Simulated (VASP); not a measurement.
A run of VASP 6.6.1 is set up as follows.

File INCAR:

```
PREC = Accurate
ENCUT = 520
EDIFF = 1E-6
ISMEAR = 0
SIGMA = 0.02
LREAL = F
LASPH = T
NELM = 80
ALGO = Normal
ISIF = 2
LWAVE = F
LCHARG = F
GGA = PS
NBANDS = 15
```

Contents of KPOINTS:

```
regular mesh
0
Gamma
  6 6 6
```

POSCAR

```
KBr
1.0
    0.0000000000      3.2747923485      3.2747923485
    3.2747923485      0.0000000000      3.2747923485
    3.2747923485      3.2747923485      0.0000000000
K Br
1 1
Direct
    0.0000000000      0.0000000000      0.0000000000
    0.5000000000      0.5000000000      0.5000000000
```

Potentials or basis: VASP PAW PBE potentials, release 64 (K_sv, Br).

Launch:

```sh
$ cat potpaw_PBE.64/K_sv/POTCAR potpaw_PBE.64/Br/POTCAR > POTCAR
$ mpirun -np 1 vasp_std > vasp.out
```

Q: Predict the band gap on the k mesh.

A: 4.34 eV, direct.

Q: Predict the pressure.

A: 0.1 GPa.

Caveat: the PAW data sets were made with another functional, which shifts forces and pressure a little. Expect the measured gap to be larger: semilocal functionals such as PBEsol lack the derivative discontinuity.
